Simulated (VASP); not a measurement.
# BaTiO3: electric field gradients with PBE

The system is BaTiO3.

```xyz
5
Lattice="2.8087 1.6216 2.3022 -2.8087 1.6216 2.3022 0.0000 -3.2432 2.3022" Properties=species:S:1:pos:R:3 pbc="T T T"
Ba    0.0000    0.0000    0.0000
Ti    0.0000    0.0000    3.5500
O     0.0000   -1.5888    4.5231
O    -1.3760    0.7944    4.5231
O     1.3760    0.7944    4.5231
```

```
Program                : VASP 6.6.1
Task                   : electric field gradients
Functional             : PBE
Potentials or basis    : VASP PAW PBE potentials, release 64 (Ba_sv, Ti_sv, O)
Cutoff                 : 520 eV
k mesh                 : 9 × 9 × 9
Occupations            : fermi-dirac, width 0.05 eV
Spin                   : no spin polarisation
Dipole correction      : no
Further INCAR settings : ALGO = Normal; EDIFF = 1e-08; NBANDS = 28
```

* Pressure: 10.7 GPa
* Largest force: 0.362 eV/Å
* Band gap on the k mesh: 2.44 eV (least direct gap 2.77 eV)
* Largest electric field gradient by atom: Ba +3.6; Ti +10.4; O +18.8 V/Å²

Forces on the atoms (eV/Å):
```
Ba   0.000  0.000  0.068
Ti   0.000  0.000 -0.353
O    0.000 -0.349  0.095
O   -0.302  0.175  0.095
O    0.302  0.175  0.095
```

Stress tensor (GPa, compression positive):
```
10.92  0.00  0.00
 0.00 10.92  0.00
 0.00  0.00 10.36
```

Levels at points of the mesh, in eV from the valence-band top:
| k point | band 17 | band 18 | band 19 | band 20 | band 21 | band 22 | band 23 | band 24 |
| --- | --- | --- | --- | --- | --- | --- | --- | --- |
| (0.00, 0.00, 0.00) | -1.06 | -0.47 | -0.33 | -0.33 | 2.44 | 2.44 | 2.57 | 4.65 |

Electric field gradients, principal values (V/Å²):
| atom | least | middle | greatest (by size) |
| --- | --- | --- | --- |
| 1 Ba | -1.811 | -1.811 | 3.623 |
| 2 Ti | -5.203 | -5.203 | 10.405 |
| 3 O | -8.972 | -9.795 | 18.768 |
| 4 O | -8.972 | -9.795 | 18.768 |
| 5 O | -8.972 | -9.795 | 18.768 |

Run time: 4.7 min on 1 thread of Intel Xeon 8259CL, on a shared host, peak memory 0.28 GiB.

Caveat: the cell stands under pressure; without QUAD_EFG the Cq values of the log hold for a quadrupole moment of 1 mb, not for the nuclei; spin-orbit coupling is left out, which moves the levels of the heavy elements. A k mesh can miss the band edges.
